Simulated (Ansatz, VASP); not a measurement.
**One calculation of Ru, two programs**

```
CELL_PARAMETERS angstrom
2.72372 0.00000 0.00000
-1.36186 2.35881 0.00000
0.00000 0.00000 4.31026
ATOMIC_POSITIONS crystal
Ru 0.33333 0.66667 0.25000
Ru 0.66667 0.33333 0.75000
```

Change from the starting cell: volume scaled by 1.02, ions relaxed.

Alike in both runs: functional PBE; k mesh 20 × 20 × 11; occupations fermi-dirac, width 0.05 eV; no spin polarisation.

Ansatz relaxed the structure, and its values are those at the end. VASP's run is a single point on that final structure, the one shown.

```csv
,VASP,Ansatz
version,VASP 6.6.1,Ansatz 0.2.0
potentials or method,"VASP PAW PBE potentials, release 64 (Ru_pv)","plane-wave PAW, scalar-relativistic"
plane-wave cutoff (eV),520,420
valence electrons in the cell,28,32
```

VASP gave:

- pressure (GPa): -1.9

Question: Estimate Ansatz's values.

Answer: Pressure (GPa): -1.8.

VASP's potentials hold 28 valence electrons a cell and Ansatz's 32, so a difference there can come from the potentials and not from the codes. Ansatz's warnings: stress scf threshold loose.
